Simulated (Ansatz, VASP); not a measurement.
SrCl2 in VASP and in Ansatz

INCAR

```
  PREC = Accurate
  ENCUT = 520
  EDIFF = 1E-6
  ISMEAR = 0
  SIGMA = 0.05
  LREAL = F
  LASPH = T
  NELM = 80
  ALGO = Normal
  ISIF = 2
  LWAVE = F
  LCHARG = T
  GGA = PE
  LELF = T
  LVHAR = T
  NBANDS = 19
```

File KPOINTS:

```
regular mesh
0
Gamma
  6 6 6
```

POSCAR

```
SrCl2
1.0
    0.0000000000      3.4855000000      3.4855000000
    3.4855000000      0.0000000000      3.4855000000
    3.4855000000      3.4855000000      0.0000000000
Sr Cl
1 2
Direct
    0.0000000000      0.0000000000      0.0000000000
    0.2702870974      0.2297129026      0.2500000000
    0.7702870974      0.7297129026      0.7500000000
```

Input for Ansatz:

```yaml
crystal:
  lattice:
    - [0.0, 3.4855, 3.4855]
    - [3.4855, 0.0, 3.4855]
    - [3.4855, 3.4855, 0.0]
  atoms:
    - { symbol: Sr, position: [0.0, 0.0, 0.0] }
    - { symbol: Cl, position: [0.2702870974, 0.2297129026, 0.25] }
    - { symbol: Cl, position: [0.7702870974, 0.7297129026, 0.75] }
basis:
  ecutwfc: 420
kpoints:
  mp_grid: { grid: [6, 6, 6] }
hamiltonian:
  xc: pbe
scf:
  occupations: { method: gaussian, width: 0.05 }
output:
  forces: true
  stress: true
  eigenvalues: true
```

Change from the starting cell: all Cl atoms moved -0.100 Å, as atom 2 along Cartesian [1 -1 0].

Alike in both runs: task single point; functional PBE; k mesh 6 × 6 × 6; occupations gaussian, width 0.05 eV; no spin polarisation.

|  | VASP | Ansatz |
| --- | --- | --- |
| version | VASP 6.6.1 | Ansatz 0.2.0 |
| potentials or method | VASP PAW PBE potentials, release 64 (Sr_sv, Cl), cutoff 520 eV | scalar-relativistic, plane waves, PAW |
| valence electrons in the cell | 24 | 24 |

VASP gave:

* gap on the k mesh at the Fermi level (eV): 5.34
* least direct gap on the mesh (eV): 5.50
* pressure (GPa): 1.3
* traceless stress, the component that is largest in VASP (GPa): -0.12
* rms of the force components (eV/Å): 0.116

Q: Which values does Ansatz return?

A: gap on the k mesh at the Fermi level (eV): 5.34; least direct gap on the mesh (eV): 5.50; pressure (GPa): 1.2; traceless stress, the component that is largest in VASP (GPa): -0.12; rms of the force components (eV/Å): 0.113.

Atom by atom the forces differ by 0.003 eV/Å (rms over components).
